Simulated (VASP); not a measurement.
Co: electric field gradients with r2SCAN

The system is Co.

```xyz
1
Lattice="0.0000 1.7567 1.7567 1.7567 0.0000 1.7567 1.7567 1.7567 0.0000" Properties=species:S:1:pos:R:3 pbc="T T T"
Co    0.0000    0.0000    0.0000
```

| Item | Value |
| --- | --- |
| Program | VASP 6.6.1 |
| Task | electric field gradients |
| Functional | r2SCAN |
| Potentials or basis | VASP PAW PBE potentials, release 64 (Co) |
| Cutoff | 520 eV |
| k mesh | 18 × 18 × 18 |
| Occupations | fermi-dirac, width 0.05 eV |
| Spin | collinear spin, ferromagnetic start |
| Starting moments | [2.0] μB |
| Dipole correction | no |
| Further INCAR settings | ALGO = Normal; EDIFF = 1e-08; NBANDS = 14 |

```
Pressure                                              : -0.3 GPa
Net moment                                            : 1.82 μB per cell
Site moments                                          : Co +1.88 μB
Valence electrons inside the program's atomic spheres : Co 8.30
```

Levels at points of the mesh, in eV from the Fermi level:
Spin up:
| k point | band 1 | band 2 | band 3 | band 4 | band 5 | band 6 | band 7 | band 8 | band 9 | band 10 |
| --- | --- | --- | --- | --- | --- | --- | --- | --- | --- | --- |
| (0.00, 0.00, 0.00) | -9.69 | -3.51 | -3.51 | -3.51 | -2.85 | -2.85 | 23.57 | 28.05 | 28.05 | 28.05 |
| (0.50, 0.00, 0.00) | -5.96 | -3.87 | -3.87 | -1.70 | -1.70 | -0.67 | 5.80 | 22.12 | 25.52 | 25.52 |
| (0.50, 0.50, 0.00) | -6.31 | -5.46 | -2.08 | -1.30 | -1.30 | 2.24 | 9.24 | 15.11 | 15.11 | 19.98 |
Spin down:
| k point | band 1 | band 2 | band 3 | band 4 | band 5 | band 6 | band 7 | band 8 | band 9 |
| --- | --- | --- | --- | --- | --- | --- | --- | --- | --- |
| (0.00, 0.00, 0.00) | -10.14 | -1.51 | -1.51 | -1.51 | 0.90 | 0.90 | 23.42 | 29.07 | 29.07 |
| (0.50, 0.00, 0.00) | -4.94 | -1.13 | -1.13 | -1.12 | 1.32 | 1.32 | 7.13 | 21.84 | 26.39 |
| (0.50, 0.50, 0.00) | -4.23 | -3.95 | 1.03 | 1.03 | 1.84 | 2.01 | 10.84 | 15.58 | 15.58 |

Wall time 5.6 min on 1 thread of AMD EPYC 7R43 64-Core Processor (Zen 3) (shared host), peak memory 0.12 GiB.

Caveat: without QUAD_EFG the Cq values of the log hold for a quadrupole moment of 1 mb, not for the nuclei; the PAW data sets were made with another functional, which shifts forces and pressure a little.
